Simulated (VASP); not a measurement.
Write the native input for VASP 6.6.1 that does the following.

| Item | Value |
| --- | --- |
| Task | single point |
| Functional | PBEsol |
| Potentials or basis | VASP PAW PBE potentials, release 64 (Gd) |
| Cutoff | 520 eV |
| k mesh | 7 × 7 × 4 |
| Occupations | fermi-dirac, width 0.1 eV |
| Spin | collinear spin, ferromagnetic start |
| Starting moments | [7.0, 7.0] μB |
| Dipole correction | no |
| Further INCAR settings | ALGO = Normal; EDIFF = 1e-06; NBANDS = 29 |

The structure of Gd lies in POSCAR:

```
Gd
1.0
    3.5668242385      0.0000000000      0.0000000000
   -1.7834121193      3.0889604014      0.0000000000
    0.0000000000      0.0000000000      5.6969710449
Gd
2
Direct
    0.3333333333      0.6666666667      0.2500000000
    0.6666666667      0.3333333333      0.7500000000
```

The input as run:

INCAR

```
  PREC = Accurate
  ENCUT = 520
  EDIFF = 1E-6
  ISMEAR = -1
  SIGMA = 0.1
  LREAL = False
  LASPH = True
  NELM = 150
  ALGO = Normal
  ISIF = 2
  LWAVE = False
  LCHARG = False
  ISPIN = 2
  MAGMOM = 7 7
  LORBIT = 11
  LMAXMIX = 6
  GGA = PS
  NBANDS = 29
```

KPOINTS

```
Automatic mesh
0
Gamma
  7 7 4
```

Potentials or basis: VASP PAW PBE potentials, release 64 (Gd).

Command:

```console
$ cat potpaw_PBE.64/Gd/POTCAR > POTCAR
$ mpirun -np 1 vasp_std > vasp.out
```

Results of the run:

* Pressure: -0.9 GPa
* Net moment: 15.11 μB per cell
* Site moments: Gd +6.97 μB
* Valence electrons inside the program's atomic spheres: Gd 15.21

Caveat: the PAW data sets were made with another functional, which shifts forces and pressure a little.

Run time: 93 s on 1 thread of Intel(R) Xeon(R) 6975P-C (Granite Rapids), on a shared host, peak memory 0.24 GiB.
